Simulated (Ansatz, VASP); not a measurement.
## One calculation of MnSb, two programs

```
Mn Sb
1.0
     0.00000    2.79502    2.79502
     2.79502    0.00000    2.79502
     2.79502    2.79502    0.00000
Mn Sb
1 1
Direct
  0.00000 0.00000 0.00000
  0.50000 0.50000 0.50000
```

Alike in both runs: task single point; functional PBE; k mesh 2 × 2 × 2; occupations gaussian, width 0.1 eV; collinear spin.

|  | VASP | Ansatz |
| --- | --- | --- |
| version | VASP 6.6.1 | Ansatz 0.2.0 |
| potentials or method | VASP PAW PBE potentials, release 64 (Mn_pv, Sb), cutoff 500 eV | scalar-relativistic, plane waves, PAW |
| valence electrons in the cell | 18 | 30 |

|  | VASP | Ansatz | Ansatz less VASP |
| --- | --- | --- | --- |
| gap on the k mesh at the Fermi level (eV) | none | none | - |
| pressure (GPa) | -7.1 | -7.0 | +0.05 |
| net moment per atom (μB) | 1.62 | 1.63 | 0.000 |
| size of the moment on the site where the two differ most (μB) | 3.33 | 3.36 | +0.029 |

Site moments also hang on the region over which each program counts them. A gap of «none» marks a metal or a gap that the smearing closes. VASP's potentials hold 18 valence electrons a cell and Ansatz's 30, so a difference there can come from the potentials and not from the codes.

The k mesh is coarse, so the values compare programs but aren't converged. Neither program's run includes spin-orbit coupling.
